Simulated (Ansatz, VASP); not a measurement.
SiO2: VASP beside Ansatz

File INCAR:

```
ALGO = Normal ; EDIFF = 1E-7
ENCUT = 520 ; GGA = PE
ISIF = 2 ; ISMEAR = 0
LASPH = True ; LCHARG = True
LELF = True ; LREAL = False
LVHAR = True ; LWAVE = False
NBANDS = 34 ; NELM = 100
PREC = Accurate ; SIGMA = 0.01
```

KPOINTS

```
k-points
0
Gamma
  6 6 4
```

File POSCAR:

```
SiO2
1.0
    5.0536022020      0.0000000000      0.0000000000
   -2.5268011010      4.3765478876      0.0000000000
    0.0000000000      0.0000000000      5.5281172179
Si O
3 6
Direct
    0.5000000000      0.5000000000      0.3333333333
    0.0000000000      0.5000000000      0.6666666667
    0.5000000000      0.0000000000      0.0000000000
    0.2080061346      0.7919938654      0.8333333333
    0.4160122692      0.2080061346      0.1666666667
    0.2080061346      0.4160122692      0.5000000000
    0.7919938654      0.2080061346      0.8333333333
    0.5839877308      0.7919938654      0.1666666667
    0.7919938654      0.5839877308      0.5000000000
```

Input for Ansatz:

```yaml
crystal:
  lattice:
    - [5.053602202, 0.0, 0.0]
    - [-2.526801101, 4.3765478876, 0.0]
    - [0.0, 0.0, 5.5281172179]
  atoms:
    - { symbol: Si, position: [0.5, 0.5, 0.3333333333] }
    - { symbol: Si, position: [0.0, 0.5, 0.6666666667] }
    - { symbol: Si, position: [0.5, 0.0, 0.0] }
    - { symbol: O, position: [0.2080061346, 0.7919938654, 0.8333333333] }
    - { symbol: O, position: [0.4160122692, 0.2080061346, 0.1666666667] }
    - { symbol: O, position: [0.2080061346, 0.4160122692, 0.5] }
    - { symbol: O, position: [0.7919938654, 0.2080061346, 0.8333333333] }
    - { symbol: O, position: [0.5839877308, 0.7919938654, 0.1666666667] }
    - { symbol: O, position: [0.7919938654, 0.5839877308, 0.5] }
kpoints:
  mp_grid: { grid: [6, 6, 4] }
hamiltonian:
  xc: pbe
scf:
  occupations: { method: fixed }
  n_extra_bands: 6
output:
  forces: true
  stress: true
  eigenvalues: true
```

Alike in both runs: task single point; functional PBE; k mesh 6 × 6 × 4; no spin polarisation.

```csv
,VASP,Ansatz
version,VASP 6.6.1,Ansatz 0.2.0
potentials or method,"VASP PAW PBE potentials, release 64 (Si, O)","plane waves, PAW"
plane-wave cutoff (eV),520,420
occupations,"gaussian, width 0.01 eV",fixed
valence electrons in the cell,48,48
```

VASP gave:

| Quantity | Value |
| --- | --- |
| gap on the k mesh at the Fermi level (eV) | 5.74 |
| pressure (GPa) | 5.8 |
| traceless stress, the component that is largest in VASP (GPa) | 0.06 |
| rms of the force components (eV/Å) | 0.104 |

Problem. Estimate Ansatz's values.

Solution. gap on the k mesh at the Fermi level (eV): 5.74; pressure (GPa): 5.7; traceless stress, the component that is largest in VASP (GPa): 0.02; rms of the force components (eV/Å): 0.110.

Atom by atom the forces differ by 0.006 eV/Å (rms over components).
